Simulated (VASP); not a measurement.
# Be in VASP: notebook

Be is run at these levels: PBEsol; tasks: single point.

Program: VASP 6.6.1. These are calculated values, not measurements. Logs are shortened: lines on timing, memory, paths and dates and some standing lists are left out, and cuts for length are marked.

### Step 1. The cell of the first run

The structure is monoclinic, space group C2/m (No. 12). The conventional cell has a = 5.379 Å, b = 5.219 Å, c = 2.282 Å, α = 90.00°, β = 92.41°, γ = 90.00°. Within 2.9 Å of Be (site symmetry m) lie 13 Be at 2.18 to 2.66 Å. Within 2.8 Å of Be (site symmetry 2) lie 13 Be at 2.11 to 2.73 Å.

### Step 2. Single point, PBEsol (equal xy, yz and zx shear strains of +3 %)

File INCAR:

```
PREC = Accurate ; ENCUT = 520
EDIFF = 1E-6 ; ISMEAR = -1
SIGMA = 0.05 ; LREAL = False
LASPH = True ; NELM = 60
ALGO = Normal ; ISIF = 2
LWAVE = False ; LCHARG = False
GGA = PS ; NBANDS = 12
```

File KPOINTS:

```
regular mesh
0
Gamma
  9 9 14
```

File POSCAR:

```
Be
1.0
    3.7468140000      0.0562022100      0.0562022100
    0.0562022100      3.7468140000      0.0562022100
    0.0342192000      0.0342192000      2.2812800000
Be
4
Direct
    0.2974080000      0.2974080000      0.0000000000
    0.7025920000      0.7025920000      0.0000000000
    0.2025920000      0.7974080000      0.5000000000
    0.7974080000      0.2025920000      0.5000000000
```

Potentials or basis: VASP PAW PBE potentials, release 64 (Be).

Run with:

```
cat potpaw_PBE.64/Be/POTCAR > POTCAR
mpirun -np 1 vasp_std > vasp.out
```

OUTCAR:

```text
PREC = Accurate
   ENCUT = 520
   EDIFF = 1E-6
   ISMEAR = -1
   LREAL = False
   LASPH = True
   NELM = 60
   ISIF = 2
   GGA = PS

 ion  position               nearest neighbor table
   1  0.297  0.297  0.000-   2 2.18   3 2.19   4 2.19   3 2.20   4 2.20   3 2.24   4 2.24   3 2.27
                             4 2.27
   2  0.703  0.703  0.000-   1 2.18   4 2.19   3 2.19   3 2.20   4 2.20   4 2.24   3 2.24   3 2.27
                             4 2.27
   3  0.203  0.797  0.500-   4 2.11   2 2.19   1 2.19   1 2.20   2 2.20   1 2.24   2 2.24   1 2.27
                             2 2.27
   4  0.797  0.203  0.500-   3 2.11   2 2.19   1 2.19   2 2.20   1 2.20   2 2.24   1 2.24   1 2.27
                             2 2.27

  LATTYP: Found a base centered monoclinic cell.
 ALAT       =     5.3794515836
 B/A-ratio  =     0.9702314754
 C/A-ratio  =     0.4241683738
 COS(beta)  =    -0.0420942467

  Lattice vectors:

 A1 = (  -3.7468140000,  -0.0562022100,  -0.0562022100)
 A2 = (  -0.0562022100,  -3.7468140000,  -0.0562022100)
 A3 = (   0.0342192000,   0.0342192000,   2.2812800000)

Analysis of symmetry for initial positions (statically):
=====================================================================
 Subroutine PRICEL returns:
 Original cell was already a primitive cell.

 Routine SETGRP: Setting up the symmetry group for a
 base centered monoclinic supercell.

 Subroutine GETGRP returns: Found  4 space group operations
 (whereof  4 operations were pure point group operations)
 out of a pool of  4 trial point group operations.

The static configuration has the point symmetry C_2h.

Analysis of symmetry for dynamics (positions and initial velocities):
=====================================================================
 Subroutine PRICEL returns:
 Original cell was already a primitive cell.

 Routine SETGRP: Setting up the symmetry group for a
 base centered monoclinic supercell.

 Subroutine GETGRP returns: Found  4 space group operations
 (whereof  4 operations were pure point group operations)
 out of a pool of  4 trial point group operations.

The dynamic configuration has the point symmetry C_2h.

 Subroutine INISYM returns: Found  4 space group operations
 (whereof  4 operations are pure point group operations),
 and found     1 'primitive' translations

----------------------------------------------------------------------------------------

                                     Primitive cell

  volume of cell :      32.0046

  direct lattice vectors                    reciprocal lattice vectors
[... 98 lines left out ...]
   ISYM   =      2    0-nonsym 1-usesym 2-fastsym
   POTIM  = 0.5000    time-step for ionic-motion
   TEBEG  =    0.0;   TEEND  =   0.0 temperature during run
   PSTRESS=    0.0 pullay stress
   NELECT =       8.0000    total number of electrons
   NUPDOWN=      -1.0000    fix difference up-down
   EMIN   =  10.00;   EMAX   =-10.00  energy-range for DOS
   EFERMI =   0.00;   METHOD = LEGACY
   ISMEAR =    -1;   SIGMA  =   0.05  broadening in eV -4-tet -1-fermi 0-gaus
   EFERMI_NEDOS =   21; number of points for ismear=-14 and -15
   IALGO  =     38    algorithm
   IMIX   =      4    mixing-type and parameters
     AMIX     =   0.40;   BMIX     =  1.00
     AMIX_MAG =   1.60;   BMIX_MAG =  1.00
  volume/ion in A,a.u.               =       8.00        53.99
  Fermi-wavevector in a.u.,A,eV,Ry     =   1.031258  1.948795 14.469700  1.063493
  Thomas-Fermi vector in A             =   2.165397
   LORBIT       =      0    0 simple, 1 ext, 2 COOP (PROOUT), +10 PAW based schemes
   GGA     = PS    functional components
   LHFCALC =     F    Hartree Fock is set to
   AEXX    =    0.0000 exact exchange contribution
   IVDW    =     0    specifies the selected vdW correction
   LEPSILON=     F    determine dielectric tensor
   LRPA    =     F    only Hartree local field effects (RPA)
 non-spin polarized calculation
  energy-cutoff  :      520.00
  volume of cell :       32.00
 maximum number of plane-waves:       876
   NGX = 13   NGY = 13   NGZ =  9

 number of electron       8.0000000 magnetization

 Free energy of the ion-electron system (eV)
  ---------------------------------------------------
  ext. energy  EPLUGINS =         0.00000000
  ---------------------------------------------------
  free energy    TOTEN  =       -15.73253814 eV

  energy without entropy =      -15.72787407  energy(sigma->0) =      -15.73020611

 E-fermi :   6.7842     XC(G=0): -10.5671

 val. band max:        6.7826286680   @ k =   0.1111  -0.0000   0.2857
 cond. band min:       6.7910509256   @ k =   0.1111   0.1111   0.0000
 fundamental gap:      0.0084222576
 Fermi energy:         6.7841823826

 k-point     1 :       0.0000    0.0000    0.0000
  band No.  band energies     occupation
      1      -4.3590      2.00000
      2       1.8174      2.00000
      3       2.3815      2.00000
      4       5.7770      2.00000
      5       5.8052      2.00000
      6      11.1458      0.00000
      7      12.1399      0.00000
      8      14.1155      0.00000
      9      16.0375      0.00000
     10      17.4362      0.00000
     11      22.7719      0.00000
     12      22.7849      0.00000
[... 331 lines left out ...]
 k-point    24 :       0.4444    0.4444   -0.0000
  band No.  band energies     occupation
      1      -1.3149      2.00000
      2      -0.2461      2.00000
      3      -0.2142      2.00000
      4       0.4019      2.00000
      5      14.0688      0.00000
      6      15.0274      0.00000
      7      15.1194      0.00000
      8      17.2095      0.00000
      9      19.0736      0.00000
     10      19.3394      0.00000
     11      19.5317      0.00000
     12      20.5354      0.00000

 [... further k-points ...]
[... 5 lines left out ...]
  --------------------------------------------------------------------------------------
  -------------------------------------------------------------------------------------
  Total       -0.0068236     -0.0068236     -0.2837134     -0.8020240     -1.0389621     -1.0389621
  in kB       -0.3415958     -0.3415958    -14.2029281    -40.1499839    -52.0113055    -52.0113048
  external PRESSURE =      -4.9620399 kB  Pullay stress =       0.0000000 kB

 VOLUME and BASIS-vectors are now :
 -----------------------------------------------------------------------------
  energy-cutoff  :      520.00
  volume of cell :       32.00
      direct lattice vectors                 reciprocal lattice vectors
     3.746814000  0.056202210  0.056202210     0.267011799 -0.003945987 -0.003945987
     0.056202210  3.746814000  0.056202210    -0.003945987  0.267011799 -0.003945987
     0.034219200  0.034219200  2.281280000    -0.006480958 -0.006480958  0.438544829

 POSITION                                       TOTAL-FORCE (eV/Angst)
 -----------------------------------------------------------------------------------
      1.13105      1.13105      0.03343        -0.020886     -0.020886     -0.074365
      2.67197      2.67197      0.07897         0.020886      0.020886      0.074365
      0.82100      3.01624      1.19684        -0.011482      0.011482      0.000000
      3.01624      0.82100      1.19684         0.011482     -0.011482     -0.000000
 -----------------------------------------------------------------------------------
    total drift:                                0.000000      0.000000     -0.000000

  FREE ENERGIE OF THE ION-ELECTRON SYSTEM (eV)
  ---------------------------------------------------
  free  energy   TOTEN  =       -15.7325381368 eV

  energy  without entropy=      -15.7278740738  energy(sigma->0) =      -15.73020611
```

OSZICAR:

```text
N       E                     dE             d eps       ncg     rms          rms(c)
DAV:   1    -0.205685586564E+00   -0.20569E+00   -0.33243E+03  7680   0.558E+02
DAV:   2    -0.154158883498E+02   -0.15210E+02   -0.14611E+02 10132   0.995E+01
DAV:   3    -0.158070596332E+02   -0.39117E+00   -0.38693E+00 10728   0.110E+01
DAV:   4    -0.158083699847E+02   -0.13104E-02   -0.13094E-02  9292   0.705E-01
DAV:   5    -0.158083739087E+02   -0.39240E-05   -0.39242E-05 10244   0.345E-02    0.178E+00
DAV:   6    -0.157543719015E+02    0.54002E-01   -0.12991E-02  9164   0.811E-01    0.107E+00
DAV:   7    -0.157325915693E+02    0.21780E-01   -0.18590E-02  9380   0.839E-01    0.870E-02
DAV:   8    -0.157325411571E+02    0.50412E-04   -0.72882E-04  9552   0.157E-01    0.179E-02
DAV:   9    -0.157325378631E+02    0.32940E-05   -0.68444E-06 10948   0.161E-02    0.361E-03
DAV:  10    -0.157325381368E+02   -0.27369E-06   -0.68810E-07  6596   0.407E-03
   1 F= -.15732538E+02 E0= -.15730206E+02  d E =-.466406E-02
```

stdout:

```text
POSCAR found type information on POSCAR Be
 POSCAR found :  1 types and       4 ions
 scaLAPACK will be used
 -----------------------------------------------------------------------------
|                                                                             |
|                                                                             |
|     You enforced a specific xc type in the INCAR file but a different       |
|     I HOPE YOU KNOW WHAT YOU ARE DOING!                                     |
|                                                                             |
 -----------------------------------------------------------------------------

 LDA part: xc-table for (Slater+PW92), standard interpolation
 POSCAR, INCAR and KPOINTS ok, starting setup
 FFT: planning ... GRIDC
 FFT: planning ... GRID_SOFT
 FFT: planning ... GRID
 WAVECAR not read
 entering main loop
```

It took 33 s on 1 thread of Intel Xeon 6975P-C (Granite Rapids), shared host; peak memory 0.2 GiB.

What came out:

* Free energy: -15.7325 eV
* Pressure: -0.5 GPa
* Largest force: 0.080 eV/Å
* Band gap on the k mesh: zero (bands 4 and 5 overlap by 1.93 eV)

Forces in eV/Å, atoms in the order of the input:
```
Be  -0.021 -0.021 -0.074
Be   0.021  0.021  0.074
Be  -0.011  0.011  0.000
Be   0.011 -0.011  0.000
```

Stress tensor (GPa, compression positive):
```
-0.03 -4.01 -5.20
-4.01 -0.03 -5.20
-5.20 -5.20 -1.42
```

Caveat: the cell differs from its parent crystal (equal xy, yz and zx shear strains of +3 %); the PAW data sets were made with another functional, which shifts forces and pressure a little.

[end of part 1 of 2]
